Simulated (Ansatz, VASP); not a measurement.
One calculation of NiO, two programs

```xyz
2
Lattice="0.0000 2.1122 2.0913 2.1122 0.0000 2.0913 2.1122 2.1122 0.0000" Properties=species:S:1:pos:R:3 pbc="T T T"
Ni    0.0000    0.0000    0.0000
O     2.1122    2.1122    2.0913
```

Change from the starting cell: x and y stretched by +1 %, z held.

Alike in both runs: task single point; functional PBE; k mesh 17 × 17 × 17; occupations fermi-dirac, width 0.03 eV; collinear spin.

|  | VASP | Ansatz |
| --- | --- | --- |
| version | VASP 6.6.1 | Ansatz 0.2.0 |
| potentials or method | VASP PAW PBE potentials, release 64 (Ni, O), cutoff 520 eV | all-electron LAPW, scalar-relativistic |

|  | VASP | Ansatz | Ansatz less VASP |
| --- | --- | --- | --- |
| pressure (GPa) | 0.3 | 1.2 | +0.88 |
| traceless stress, the component that is largest in VASP (GPa) | 0.53 | 0.58 | +0.047 |
| net moment per atom (μB) | 0.88 | 0.92 | +0.039 |
| size of the moment on the site where the two differ most (μB) | 1.45 | 1.52 | +0.075 |

Site moments also hang on the region over which each program counts them. Ansatz ran all-electron here, and VASP with PAW potentials.
